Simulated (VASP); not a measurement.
Set up this calculation in VASP 6.6.1, as the native input.

```yaml
Task: relaxation of cell and atoms
Functional: r2SCAN
Potentials_or_basis: VASP PAW PBE potentials, release 64 (B, P)
Cutoff: 600 eV
k_mesh: 8 × 8 × 8
Occupations: gaussian, width 0.01 eV
Spin: no spin polarisation
Target_pressure: 10 GPa
Dipole_correction: no
Further_INCAR_settings: ALGO = Normal; EDIFF = 1e-06; IBRION = 2; EDIFFG = -0.002; NSW = 100; ISIF = 3
```

Crystal: BP.

```
B P
1.0
     2.26826    2.26826    0.00000
    -2.26826    2.26826    0.00000
     0.00000    2.26826    2.26826
B P
1 1
Direct
  0.00000 0.00000 0.00000
  0.75000 0.25000 0.50000
```

One way to write it, as run:

POSCAR

```
BP
1.0
    2.2682571427      2.2682571427      0.0000000000
   -2.2682571427      2.2682571427      0.0000000000
    0.0000000000      2.2682571427      2.2682571427
B P
1 1
Direct
    0.0000000000      0.0000000000      0.0000000000
    0.7500000000      0.2500000000      0.5000000000
```

INCAR.step1

```
SYSTEM = BP
  ALGO = Normal
  EDIFF = 1E-4
  ENCUT = 600
  GGA = PE
  ISMEAR = 0
  LASPH = .True.
  LCHARG = .False.
  LREAL = .False.
  LWAVE = .True.
  NELM = 100
  PREC = Accurate
  SIGMA = 0.01
```

INCAR.step2

```
SYSTEM = BP
  ALGO = Normal
  EDIFF = 1E-6
  EDIFFG = -0.002
  ENCUT = 600
  IBRION = 2
  ISIF = 3
  ISMEAR = 0
  ISTART = 1
  LASPH = .True.
  LCHARG = .False.
  LMIXTAU = .True.
  LREAL = .False.
  LWAVE = .False.
  METAGGA = R2SCAN
  NELM = 100
  NSW = 100
  PREC = Accurate
  PSTRESS = 100.0
  SIGMA = 0.01
```

KPOINTS

```
k-points
0
Gamma
  8 8 8
  0 0 0
```

Potentials or basis: VASP PAW PBE potentials, release 64 (B, P).

Command:

```bash
$ cat potpaw_PBE.64/B/POTCAR potpaw_PBE.64/P/POTCAR > POTCAR
$ cp INCAR.step1 INCAR
$ mpirun -np 1 vasp_std > vasp.out
$ cp INCAR.step2 INCAR
$ mpirun -np 1 vasp_std > vasp.out
```

It gave:

The relaxed volume is 11.04 Å³/atom. The relaxed cell is a = 3.149 Å, b = 3.149 Å, c = 3.149 Å, α = 60.00°, β = 60.00°, γ = 90.00°, the space group after relaxing (to 0.1 Å) is F-43m (No. 216) and the energy change on relaxing (the run minimises the enthalpy) is +17.9 meV/atom. The ionic steps are 6. The pressure after relaxing is 10.0 GPa and the band gap on the k mesh is 1.41 eV (least direct gap 3.73 eV).

Caveat: the cell is relaxed towards a set pressure, so the run minimises the enthalpy, not the energy; the PAW data sets were made with another functional, which shifts forces and pressure a little.

Run time: 63 s on 1 thread of Intel(R) Xeon(R) 6975P-C (Granite Rapids) (shared host), peak memory 0.15 GiB.
